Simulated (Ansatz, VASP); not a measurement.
# Two plane-wave programs on Li3Rh4

```
CELL_PARAMETERS angstrom
4.62535 0.00000 0.00000
0.00000 4.62535 0.00000
0.00000 0.00000 4.62535
ATOMIC_POSITIONS crystal
Li 0.50000 0.00000 0.00000
Li 0.00000 0.50000 0.00000
Li 0.00000 0.00000 0.50000
Rh 0.00000 0.00000 0.00000
Rh 0.00000 0.50000 0.50000
Rh 0.50000 0.00000 0.50000
Rh 0.50000 0.50000 0.00000
```

Alike in both runs: task relaxation of cell and atoms; functional PBE; k mesh 4 × 4 × 4; occupations gaussian, width 0.1 eV; no spin polarisation.

```csv
,VASP,Ansatz
version,VASP 6.6.1,Ansatz 0.2.0
potentials or method,"VASP PAW PBE potentials, release 64 (Li_sv, Rh_pv), cutoff 600 eV","scalar-relativistic, plane waves, PAW"
valence electrons in the cell,69,77
```

|  | VASP | Ansatz | Ansatz less VASP |
| --- | --- | --- | --- |
| gap on the k mesh at the Fermi level, each at its own relaxed structure (eV) | none | none | - |
| relaxed volume (Å³/atom) | 13.32 | 13.28 | -0.042 |
| relaxed cell length with the largest relative difference (Å) | 4.535 | 4.530 | -0.0048 |

A gap of «none» marks a metal or a gap that the smearing closes. VASP's potentials hold 69 valence electrons a cell and Ansatz's 77, so a difference there can come from the potentials and not from the codes.

Noted on VASP's run: the cutoff is short for stress, so the pressure is rough.
